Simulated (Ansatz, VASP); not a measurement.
**Two plane-wave programs on MgS**

Contents of POSCAR:

```
MgS
1.0
    0.0000000000      2.6024618700      2.6024618700
    2.6024618700      0.0000000000      2.6024618700
    2.6024618700      2.6024618700      0.0000000000
Mg S
1 1
Direct
    0.0000000000      0.0000000000      0.0000000000
    0.5000000000      0.5000000000      0.5000000000
```

INCAR.step1

```
ALGO = Normal ; EDIFF = 1E-5
ENCUT = 520 ; GGA = PE
ISIF = 2 ; ISMEAR = -1
LASPH = T ; LREAL = F
LWAVE = T ; NBANDS = 11
NELM = 60 ; PREC = Accurate
SIGMA = 0.02
```

The input INCAR.step2:

```
ALGO = Normal ; EDIFF = 1E-7
ENCUT = 520 ; GGA = PE
HFSCREEN = 0.2079 ; ISIF = 2
ISMEAR = -1 ; ISTART = 1
LASPH = T ; LCHARG = T
LELF = T ; LHFCALC = T
LREAL = F ; LVHAR = T
LWAVE = F ; NBANDS = 11
NELM = 60 ; PREC = Accurate
PRECFOCK = Normal ; SIGMA = 0.02
```

KPOINTS

```
k-points
0
Gamma
  8 8 8
```

Input for Ansatz:

```yaml
crystal:
  lattice:
    - [0.0, 2.60246187, 2.60246187]
    - [2.60246187, 0.0, 2.60246187]
    - [2.60246187, 2.60246187, 0.0]
  atoms:
    - { symbol: Mg, position: [0.0, 0.0, 0.0] }
    - { symbol: S, position: [0.5, 0.5, 0.5] }
  symmetry: { tolerance: 0.0003 }
hamiltonian:
  xc: hse06
  pseudopotentials: { kind: paw, azcp: { folder: soft_1 } }
basis:
  ecutwfc: 420
magnetization:
  spin_polarized: false
scf:
  occupations: { method: fermi_dirac, width: 0.02 }
kpoints:
  mp_grid: { grid: [8, 8, 8], shift: [0, 0, 0] }
  band_path:
    path:
      - [0.0, 0.0, 0.0]
      - [0.5, 0.0, 0.5]
      - [0.625, 0.25, 0.625]
      - [0.375, 0.375, 0.75]
      - [0.0, 0.0, 0.0]
      - [0.5, 0.5, 0.5]
      - [0.5, 0.25, 0.75]
      - [0.5, 0.0, 0.5]
    npoints: 1
output:
  forces: true
  stress: true
  eigenvalues: true
  bader: true
  populations: true
  elf: true
  write_potential: true
  write_density: true
  volumetric_format: npy
  dos:
    e_range: [-12, 8]
    de: 0.05
    projected: { site_lists: { Mg: [Mg], S: [S] } }
```

Alike in both runs: task single point; functional HSE06; k mesh 8 × 8 × 8; occupations fermi-dirac, width 0.02 eV; no spin polarisation.

|  | VASP | Ansatz |
| --- | --- | --- |
| version | VASP 6.6.1 | Ansatz 0.2.0 |
| potentials or method | VASP PAW PBE potentials, release 64 (Mg, S), cutoff 520 eV | PAW plane waves |
| valence electrons in the cell | 8 | 16 |

```csv
,VASP,Ansatz,Ansatz less VASP
gap on the k mesh at the Fermi level (eV),3.75,3.80,+0.053
pressure (GPa),-0.8,-0.5,+0.32
```

With one functional, cell and mesh, what is left measures potentials, basis and numerics. VASP's potentials hold 8 valence electrons a cell and Ansatz's 16, so a difference there can come from the potentials and not from the codes. Ansatz's warnings: stress exchange threshold loose, stress scf threshold loose.
